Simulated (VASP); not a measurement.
# ZnO (P6_3mc) in VASP: further runs, part 2 of 3

VASP 6.6.1. Earlier steps stand in the parts before.

**3. Single point, BLYP**

Contents of INCAR:

```
SYSTEM = ZnO
PREC = Accurate
ENCUT = 520
EDIFF = 1E-6
ISMEAR = -1
SIGMA = 0.05
LREAL = .FALSE.
LASPH = .TRUE.
NELM = 60
ALGO = Normal
ISIF = 2
LWAVE = .FALSE.
LCHARG = .TRUE.
GGA = B5
ALDAX = 1.0
AGGAX = 1.0
AGGAC = 1.0
ALDAC = 0.0
LELF = .TRUE.
LVHAR = .TRUE.
NBANDS = 26
```

Contents of KPOINTS:

```
Automatic mesh
0
G
  9 9 5
  0 0 0
```

Contents of POSCAR:

```
ZnO
1.0
    3.2493080000      0.0000000000      0.0000000000
   -1.6246540000      2.8139832727      0.0000000000
    0.0000000000      0.0000000000      5.2057090000
Zn O
2 2
Direct
    0.6666666667      0.3333333333      0.0000000000
    0.3333333333      0.6666666667      0.5000000000
    0.3333333333      0.6666666667      0.8790100000
    0.6666666667      0.3333333333      0.3790100000
```

Potentials or basis: VASP PAW PBE potentials, release 64 (Zn, O).

Command:

```sh
cat potpaw_PBE.64/Zn/POTCAR potpaw_PBE.64/O/POTCAR > POTCAR
mpirun -np 1 vasp_std > vasp.out
```

OUTCAR:

```text
SYSTEM = ZnO
   PREC = Accurate
   ENCUT = 520
   EDIFF = 1E-6
   ISMEAR = -1
   LREAL = .FALSE.
   LASPH = .TRUE.
   NELM = 60
   ISIF = 2
   GGA = B5

 ion  position               nearest neighbor table
   1  0.667  0.333  0.000-   4 1.97   3 1.98   3 1.98   3 1.98
   2  0.333  0.667  0.500-   3 1.97   4 1.98   4 1.98   4 1.98
   3  0.333  0.667  0.879-   2 1.97   1 1.98   1 1.98   1 1.98
   4  0.667  0.333  0.379-   1 1.97   2 1.98   2 1.98   2 1.98

  LATTYP: Found a hexagonal cell.
 ALAT       =     3.2493080000
 C/A-ratio  =     1.6020977390

  Lattice vectors:

 A1 = (   3.2493080000,   0.0000000000,   0.0000000000)
 A2 = (  -1.6246540000,   2.8139832727,   0.0000000000)
 A3 = (   0.0000000000,   0.0000000000,   5.2057090000)

Analysis of symmetry for initial positions (statically):
=====================================================================
 Subroutine PRICEL returns:
 Original cell was already a primitive cell.

 Routine SETGRP: Setting up the symmetry group for a
 hexagonal supercell.

 Subroutine GETGRP returns: Found 12 space group operations
 (whereof  6 operations were pure point group operations)
 out of a pool of 24 trial point group operations.

The static configuration has the point symmetry C_3v.
 The point group associated with its full space group is C_6v.

Analysis of symmetry for dynamics (positions and initial velocities):
=====================================================================
 Subroutine PRICEL returns:
 Original cell was already a primitive cell.

 Routine SETGRP: Setting up the symmetry group for a
 hexagonal supercell.

 Subroutine GETGRP returns: Found 12 space group operations
 (whereof  6 operations were pure point group operations)
 out of a pool of 24 trial point group operations.

The dynamic configuration has the point symmetry C_3v.
 The point group associated with its full space group is C_6v.

 Subroutine INISYM returns: Found 12 space group operations
[... 118 lines left out ...]
   IALGO  =     38    algorithm
   IMIX   =      4    mixing-type and parameters
     AMIX     =   0.40;   BMIX     =  1.00
     AMIX_MAG =   1.60;   BMIX_MAG =  1.00
  volume/ion in A,a.u.               =      11.90        80.30
  Fermi-wavevector in a.u.,A,eV,Ry     =   1.491574  2.818667 30.270160  2.224794
  Thomas-Fermi vector in A             =   2.604212
   LORBIT       =      0    0 simple, 1 ext, 2 COOP (PROOUT), +10 PAW based schemes
   GGA     = B5    functional components
   LHFCALC =     F    Hartree Fock is set to
   AEXX    =    0.0000 exact exchange contribution
   IVDW    =     0    specifies the selected vdW correction
   LEPSILON=     F    determine dielectric tensor
   LRPA    =     F    only Hartree local field effects (RPA)
 non-spin polarized calculation
  energy-cutoff  :      520.00
  volume of cell :       47.60
 maximum number of plane-waves:      1308
   NGX = 13   NGY = 13   NGZ = 19

 number of electron      36.0000017 magnetization

 Free energy of the ion-electron system (eV)
  ---------------------------------------------------
  ext. energy  EPLUGINS =         0.00000000
  ---------------------------------------------------
  free energy    TOTEN  =       -16.37302040 eV

  energy without entropy =      -16.37301957  energy(sigma->0) =      -16.37301999

 E-fermi :   2.0204     XC(G=0): -10.4325

 val. band max:        1.4987759001   @ k =   0.0000   0.0000   0.0000
 cond. band min:       2.4609150147   @ k =   0.0000   0.0000   0.0000
 fundamental gap:      0.9621391146
 Fermi energy:         2.0203922635

 k-point     1 :       0.0000    0.0000    0.0000
  band No.  band energies     occupation
      1     -16.4590      2.00000
      2     -15.7312      2.00000
      3      -4.2245      2.00000
      4      -4.2245      2.00000
      5      -4.1862      2.00000
      6      -4.0411      2.00000
[... 685 lines left out ...]
     25      15.2999      0.00000
     26      16.1022      0.00000

 [... further k-points ...]

------------------------ aborting loop because EDIFF is reached ----------------------------------------

  FORCE on cell =-STRESS in cart. coord.  units (eV):
  Direction    XX          YY          ZZ          XY          YZ          ZX
  --------------------------------------------------------------------------------------
  -------------------------------------------------------------------------------------
  Total        2.8878383      2.8878383      3.4982321      0.0000000     -0.0000000      0.0000000
  in kB       97.2055739     97.2055739    117.7516303      0.0000000     -0.0000000      0.0000000
  external PRESSURE =     104.0542594 kB  Pullay stress =       0.0000000 kB

 VOLUME and BASIS-vectors are now :
 -----------------------------------------------------------------------------
  energy-cutoff  :      520.00
  volume of cell :       47.60
      direct lattice vectors                 reciprocal lattice vectors
     3.249308000  0.000000000  0.000000000     0.307757836  0.177684070  0.000000000
    -1.624654000  2.813983273  0.000000000     0.000000000  0.355368139  0.000000000
     0.000000000  0.000000000  5.205709000     0.000000000  0.000000000  0.192096792

 POSITION                                       TOTAL-FORCE (eV/Angst)
 -----------------------------------------------------------------------------------
      1.62465      0.93799      0.00000        -0.000000      0.000000     -0.073641
     -0.00000      1.87599      2.60285         0.000000      0.000000     -0.073641
     -0.00000      1.87599      4.57587        -0.000000      0.000000      0.073641
      1.62465      0.93799      1.97302         0.000000     -0.000000      0.073641
 -----------------------------------------------------------------------------------
    total drift:                               -0.000000     -0.000000      0.000112

  FREE ENERGIE OF THE ION-ELECTRON SYSTEM (eV)
  ---------------------------------------------------
  free  energy   TOTEN  =       -16.3730204022 eV

  energy  without entropy=      -16.3730195715  energy(sigma->0) =      -16.37301999
```

OSZICAR:

```text
N       E                     dE             d eps       ncg     rms          rms(c)
DAV:   1     0.309017555791E+03    0.30902E+03   -0.18377E+04  1880   0.204E+03
DAV:   2     0.135075484010E+02   -0.29551E+03   -0.27680E+03  1972   0.419E+02
DAV:   3    -0.196042142949E+02   -0.33112E+02   -0.32690E+02  2054   0.143E+02
DAV:   4    -0.202621075680E+02   -0.65789E+00   -0.65656E+00  2070   0.208E+01
DAV:   5    -0.202655037360E+02   -0.33962E-02   -0.33959E-02  2052   0.154E+00    0.152E+01
DAV:   6    -0.161709314593E+02    0.40946E+01   -0.80802E+00  2898   0.668E+01    0.890E+00
DAV:   7    -0.164243070138E+02   -0.25338E+00   -0.35014E+00  1902   0.184E+01    0.544E+00
DAV:   8    -0.164333973147E+02   -0.90903E-02   -0.64436E-01  2714   0.841E+00    0.180E+00
DAV:   9    -0.163698111896E+02    0.63586E-01   -0.13582E-01  2698   0.725E+00    0.332E-01
DAV:  10    -0.163729364052E+02   -0.31252E-02   -0.43933E-02  1918   0.149E+00    0.957E-02
DAV:  11    -0.163730153736E+02   -0.78968E-04   -0.70792E-04  2050   0.559E-01    0.398E-02
DAV:  12    -0.163730208841E+02   -0.55105E-05   -0.19404E-04  2586   0.438E-01    0.151E-02
DAV:  13    -0.163730222624E+02   -0.13784E-05   -0.41220E-05  2682   0.105E-01    0.121E-02
DAV:  14    -0.163730204422E+02    0.18202E-05   -0.10185E-05  1928   0.279E-02    0.251E-03
DAV:  15    -0.163730204022E+02    0.40004E-07   -0.47838E-07  1232   0.636E-03
   1 F= -.16373020E+02 E0= -.16373020E+02  d E =-.830714E-06
```

stdout:

```text
POSCAR found type information on POSCAR ZnO
 POSCAR found :  2 types and       4 ions
 scaLAPACK will be used
 -----------------------------------------------------------------------------
|                                                                             |
|                                                                             |
|     You enforced a specific xc type in the INCAR file but a different       |
|     I HOPE YOU KNOW WHAT YOU ARE DOING!                                     |
|                                                                             |
 -----------------------------------------------------------------------------

 LDA part: xc-table for (Slater(with rela. corr.)+VWN5), standard interpolation
 POSCAR, INCAR and KPOINTS ok, starting setup
 FFT: planning ... GRIDC
 FFT: planning ... GRID_SOFT
 FFT: planning ... GRID
 WAVECAR not read
 entering main loop
```

It took 45 s on 1 thread of Intel Xeon Platinum 8488C (Sapphire Rapids), shared host; peak memory 0.17 GiB.

Results:

- Free energy: -16.3730 eV
- Pressure: 10.4 GPa
- Largest force: 0.074 eV/Å
- Band gap on the k mesh: 0.96 eV

Forces on the atoms (eV/Å):
```
Zn   0.000  0.000 -0.074
Zn   0.000  0.000 -0.074
O    0.000  0.000  0.074
O    0.000  0.000  0.074
```

Levels at points of the mesh, in eV from the valence-band top:
```tsv
k point	band 15	band 16	band 17	band 18	band 19	band 20	band 21	band 22
(0.00, 0.00, 0.00)	-0.81	-0.07	0.00	0.00	0.96	5.29	8.43	12.88
```

Caveat: the cell stands under pressure; the PAW data sets were made with another functional, which shifts forces and pressure a little.

**4. Single point, SVWN5**

Contents of INCAR:

```
PREC = Accurate
ENCUT = 520
EDIFF = 1E-6
ISMEAR = -1
SIGMA = 0.05
LREAL = False
LASPH = True
NELM = 60
ALGO = Normal
ISIF = 2
LWAVE = False
LCHARG = False
GGA = VW
NBANDS = 26
```

Contents of KPOINTS:

```
Automatic mesh
0
Gamma
  9 9 5
```

POSCAR is that of step 3.

Command:

```sh
cat potpaw_PBE.64/Zn/POTCAR potpaw_PBE.64/O/POTCAR > POTCAR
mpirun -np 1 vasp_std > vasp.out
```

It took 26 s on 1 thread of Intel Xeon Platinum 8488C (Sapphire Rapids), shared host; peak memory 0.16 GiB.

It converged, with:

* Free energy: -20.9942 eV
* Pressure: -6.3 GPa
* Largest force: 0.055 eV/Å
* Band gap on the k mesh: 0.73 eV

Forces in eV/Å, atoms in the order of the input:
```
Zn   0.000  0.000 -0.055
Zn   0.000  0.000 -0.055
O    0.000  0.000  0.055
O    0.000  0.000  0.055
```

Stress tensor (GPa, compression positive):
```
-6.91  0.00  0.00
 0.00 -6.91  0.00
 0.00  0.00 -5.10
```

Levels at points of the mesh, in eV from the valence-band top:
```csv
k point,band 14,band 15,band 16,band 17,band 18,band 19,band 20,band 21,band 22,band 23
"(0.00, 0.00, 0.00)",-0.82,-0.82,-0.07,0.00,0.00,0.73,5.07,8.12,12.64,12.64
```

Caveat: the cell stands under tension; the PAW data sets were made with another functional, which shifts forces and pressure a little.

[end of part 2 of 3]
